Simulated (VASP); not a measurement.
Here is a VASP 6.6.1 calculation.

POSCAR

```
Tl
1.0
    0.0000000000      3.5660075255      3.5660075255
    3.5660075255      0.0000000000      3.5660075255
    3.5660075255      3.5660075255      0.0000000000
Tl
2
Direct
    0.1250000000      0.1250000000      0.1250000000
    0.8750000000      0.8750000000      0.8750000000
```

File INCAR.step1:

```
SYSTEM = Tl
PREC = Accurate
ENCUT = 520
EDIFF = 1E-5
ISMEAR = -1
SIGMA = 0.1
LREAL = .False.
LASPH = .True.
NELM = 80
ALGO = Normal
ISIF = 2
LWAVE = .True.
LCHARG = .False.
GGA = PE
NBANDS = 20
```

File INCAR.step2:

```
SYSTEM = Tl
PREC = Accurate
ENCUT = 520
EDIFF = 1E-6
ISMEAR = -1
SIGMA = 0.1
LREAL = .False.
LASPH = .True.
NELM = 80
ALGO = Normal
ISIF = 2
LWAVE = .False.
LCHARG = .False.
GGA = PE
LHFCALC = .True.
HFSCREEN = 0.2079
PRECFOCK = Normal
ISTART = 1
NBANDS = 20
```

File KPOINTS:

```
Automatic mesh
0
Gamma
  4 4 4
  0 0 0
```

Potentials or basis: VASP PAW PBE potentials, release 64 (Tl_d).

The run is started by

```bash
$ cat potpaw_PBE.64/Tl_d/POTCAR > POTCAR
$ cp INCAR.step1 INCAR
$ mpirun -np 1 vasp_std > vasp.out
$ cp INCAR.step2 INCAR
$ mpirun -np 1 vasp_std > vasp.out
```

Question: Predict the band gap on the k mesh.

Answer: Zero (bands 13 and 14 overlap by 3.33 eV).

Question: What does it give for the pressure?

Answer: -1.1 GPa.

Caveat: the k points lie up to 0.38 Å⁻¹ apart, too coarse for converged energies and pressures of a metal; the PAW data sets were made with another functional, which shifts forces and pressure a little; spin-orbit coupling is left out, which moves the levels of the heavy elements.
